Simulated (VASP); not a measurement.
Write the native input for VASP 6.6.1 that does the following.

```yaml
Task: single point
Functional: PBE
Potentials_or_basis: VASP PAW PBE potentials, release 64 (Ga_d, P)
Cutoff: 520 eV
k_mesh: 8 × 8 × 8
Occupations: gaussian, width 0.05 eV
Spin: no spin polarisation
Dipole_correction: no
Further_INCAR_settings: ALGO = Normal; EDIFF = 1e-06; NBANDS = 16
```

The structure of GaP lies in POSCAR:

```
GaP
1.0
    0.0000000000      2.8342600000      2.6162400000
    2.8342600000      0.0000000000      2.6162400000
    2.8342600000      2.8342600000      0.0000000000
Ga P
1 1
Direct
    0.0000000000      0.0000000000      0.0000000000
    0.7500000000      0.7500000000      0.7500000000
```

This cell differs from its parent crystal: strain +0.040 along x and y, -0.040 along z.

These files were run (other wordings do the same):

INCAR

```
SYSTEM = GaP
ALGO = Normal
EDIFF = 1E-6
ENCUT = 520
GGA = PE
ISIF = 2
ISMEAR = 0
LASPH = .TRUE.
LCHARG = .TRUE.
LELF = .TRUE.
LREAL = .FALSE.
LVHAR = .TRUE.
LWAVE = .FALSE.
NBANDS = 16
NELM = 80
PREC = Accurate
SIGMA = 0.05
```

KPOINTS

```
k-points
0
G
  8 8 8
  0 0 0
```

Potentials or basis: VASP PAW PBE potentials, release 64 (Ga_d, P).

Launch:

```sh
$ cat potpaw_PBE.64/Ga_d/POTCAR potpaw_PBE.64/P/POTCAR > POTCAR
$ mpirun -np 1 vasp_std > vasp.out
```

It gave:

```json
{"Pressure": "-0.7 GPa", "Band gap on the k mesh": "0.97 eV (least direct gap 1.22 eV)"}
```

Caveat: the cell differs from its parent crystal (strain +0.040 along x and y, -0.040 along z).

Wall time 60 s on 1 thread of Intel Xeon 8259CL, on a shared host, peak memory 0.19 GiB.
